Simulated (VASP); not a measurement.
## YAlSi: single point with LDA

The system is YAlSi.

```xyz
6
Lattice="1.9726 -5.0573 0.0000 1.9726 5.0573 0.0000 0.0000 0.0000 5.6262" Properties=species:S:1:pos:R:3 pbc="T T T"
Y     1.9726   -1.9740    4.2197
Y     1.9726    1.9740    1.4066
Al    0.0000    0.0000    2.8131
Al    0.0000    0.0000    0.0000
Si    1.9726    1.0047    4.2197
Si    1.9726   -1.0047    1.4066
```

- Program: VASP 6.6.1
- Task: single point
- Functional: LDA
- Potentials or basis: VASP PAW LDA potentials, release 64 (Y_sv, Al, Si)
- Cutoff: 520 eV
- k mesh: 10 × 10 × 6
- Occupations: gaussian, width 0.1 eV
- Spin: no spin polarisation
- Dipole correction: no
- Further INCAR settings: ALGO = Fast; EDIFF = 1e-06; NBANDS = 27

| Property | Result |
| --- | --- |
| Pressure | 0.0 GPa |
| Band gap on the k mesh | zero (bands 18 and 19 overlap by 1.21 eV) |

Levels at points of the mesh, in eV from the Fermi level:
```tsv
k point	band 15	band 16	band 17	band 18	band 19	band 20	band 21	band 22
(0.00, 0.00, 0.00)	-1.91	-1.78	-1.18	-0.75	0.90	1.11	1.94	2.18
(0.50, 0.00, 0.00)	-2.60	-1.96	-1.75	-1.05	-0.13	0.97	2.49	3.56
(0.50, 0.50, 0.00)	-1.50	-1.31	-0.37	0.35	0.76	1.59	2.26	2.38
(0.00, 0.00, 0.50)	-2.17	-2.17	-0.93	-0.93	1.18	1.18	1.58	1.58
(0.50, 0.00, 0.50)	-1.96	-1.96	-1.06	-1.06	1.09	1.09	2.09	2.09
(0.50, 0.50, 0.50)	-1.55	-1.55	-0.53	-0.53	1.14	1.14	1.31	1.31
```

Wall time 12 min on 1 thread of Intel(R) Xeon(R) Platinum 8488C (Sapphire Rapids), on a shared host, peak memory 0.47 GiB.
